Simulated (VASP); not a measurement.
Input of a VASP 6.6.1 run:

File INCAR:

```
ALGO = Normal
EDIFF = 1E-6
ENCUT = 520
GGA = PS
ISIF = 2
ISMEAR = 0
LASPH = True
LCHARG = True
LELF = True
LREAL = False
LVHAR = True
LWAVE = False
NBANDS = 17
NELM = 60
PREC = Accurate
SIGMA = 0.02
```

The input KPOINTS:

```
k-points
0
Gamma
  9 9 9
```

POSCAR

```
PbS
1.0
    2.1631965738      1.2489221241      3.2238136259
   -2.1631965738      1.2489221241      3.2238136259
    0.0000000000     -2.4978442484      3.2238136259
Pb S
1 1
Direct
    0.9863596633      0.9863596633      0.9863596633
    0.4692416667      0.4692416667      0.4692416667
```

Potentials or basis: VASP PAW PBE potentials, release 64 (Pb_d, S).

The run is started by

```sh
$ cat potpaw_PBE.64/Pb_d/POTCAR potpaw_PBE.64/S/POTCAR > POTCAR
$ mpirun -np 1 vasp_std > vasp.out
```

Question: Estimate the pressure.

Answer: -0.9 GPa.

Question: Estimate the largest force.

Answer: 0.148 eV/Å.

Stress tensor (GPa, compression positive):
```
-1.93  0.00  0.00
 0.00 -1.93  0.00
 0.00  0.00  1.26
```

Caveat: the cell differs from its parent crystal (strained); the PAW data sets were made with another functional, which shifts forces and pressure a little.
